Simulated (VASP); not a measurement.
Wanted: the native input for a VASP 6.6.1 run.

- Task: single point
- Functional: PBEsol
- Potentials or basis: VASP PAW PBE potentials, release 64 (Cu)
- Cutoff: 520 eV
- k mesh: 12 × 12 × 7
- Occupations: fermi-dirac, width 0.05 eV
- Spin: no spin polarisation
- Dipole correction: no
- Further INCAR settings: ALGO = Normal; EDIFF = 1e-07; NBANDS = 18

The structure of Cu lies in POSCAR:

```
Cu
1.0
    2.4442609363      0.0000000000      0.0000000000
   -1.2221304682      2.1167920643      0.0000000000
    0.0000000000      0.0000000000      3.9842301626
Cu
2
Direct
    0.6666666667      0.3333333333      0.7500000000
    0.3333333333      0.6666666667      0.2500000000
```

This isn't the form of Cu at room conditions, which is fcc.

One way to write it, as run:

INCAR

```
  PREC = Accurate
  ENCUT = 520
  EDIFF = 1E-7
  ISMEAR = -1
  SIGMA = 0.05
  LREAL = F
  LASPH = T
  NELM = 100
  ALGO = Normal
  ISIF = 2
  LWAVE = F
  LCHARG = T
  GGA = PS
  LELF = T
  LVHAR = T
  NBANDS = 18
```

KPOINTS

```
Automatic mesh
0
Gamma
  12 12 7
```

Potentials or basis: VASP PAW PBE potentials, release 64 (Cu).

The run is started by

```console
$ cat potpaw_PBE.64/Cu/POTCAR > POTCAR
$ mpirun -np 1 vasp_std > vasp.out
```

Results of the run:

The pressure is 20.7 GPa. The band gap on the k mesh is zero (bands 11 and 12 overlap by 6.39 eV).

Caveat: the cell stands under pressure; the PAW data sets were made with another functional, which shifts forces and pressure a little.

Wall time 40 s on 1 thread of Intel Xeon 8259CL (shared host), peak memory 0.14 GiB.
